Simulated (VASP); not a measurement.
Write the native input for VASP 6.6.1 that does the following.

- Task: relaxation of cell and atoms
- Functional: PBEsol
- Potentials or basis: VASP PAW PBE potentials, release 64 (Zr_sv, Cu)
- Cutoff: 600 eV
- k mesh: 14 × 14 × 14
- Occupations: gaussian, width 0.1 eV
- Spin: no spin polarisation
- Dipole correction: no
- Further INCAR settings: ALGO = Fast; EDIFF = 1e-06; IBRION = 2; EDIFFG = -0.005; NSW = 70; ISIF = 3

The structure of ZrCu lies in POSCAR:

```
ZrCu
1.0
    3.2709044991      0.0000000000      0.0000000000
    0.0000000000      3.2709044991      0.0000000000
    0.0000000000      0.0000000000      3.2709044991
Zr Cu
1 1
Direct
    0.5000000000      0.5000000000      0.5000000000
    0.0000000000      0.0000000000      0.0000000000
```

These files were run (other wordings do the same):

INCAR

```
SYSTEM = ZrCu
PREC = Accurate
ENCUT = 600
EDIFF = 1E-6
ISMEAR = 0
SIGMA = 0.1
LREAL = .FALSE.
LASPH = .TRUE.
NELM = 60
ALGO = Fast
ISIF = 3
LWAVE = .FALSE.
LCHARG = .FALSE.
GGA = PS
IBRION = 2
NSW = 70
EDIFFG = -0.005
```

KPOINTS

```
regular mesh
0
G
  14 14 14
  0 0 0
```

Potentials or basis: VASP PAW PBE potentials, release 64 (Zr_sv, Cu).

Command:

```bash
$ cat potpaw_PBE.64/Zr_sv/POTCAR potpaw_PBE.64/Cu/POTCAR > POTCAR
$ mpirun -np 1 vasp_std > vasp.out
```

It gave:

```
Relaxed volume                         : 16.80 Å³/atom
Relaxed cell                           : a = 3.227 Å, b = 3.227 Å, c = 3.227 Å, α = 90.00°, β = 90.00°, γ = 90.00°
Space group after relaxing (to 0.05 Å) : Pm-3m (No. 221)
Energy gained by relaxing              : 10.8 meV/atom
Ionic steps                            : 12
Pressure after relaxing                : 0.0 GPa
```

Caveat: the PAW data sets were made with another functional, which shifts forces and pressure a little.

Wall time 29 min on 1 thread of AMD EPYC 7R13, on a shared host, peak memory 0.21 GiB.
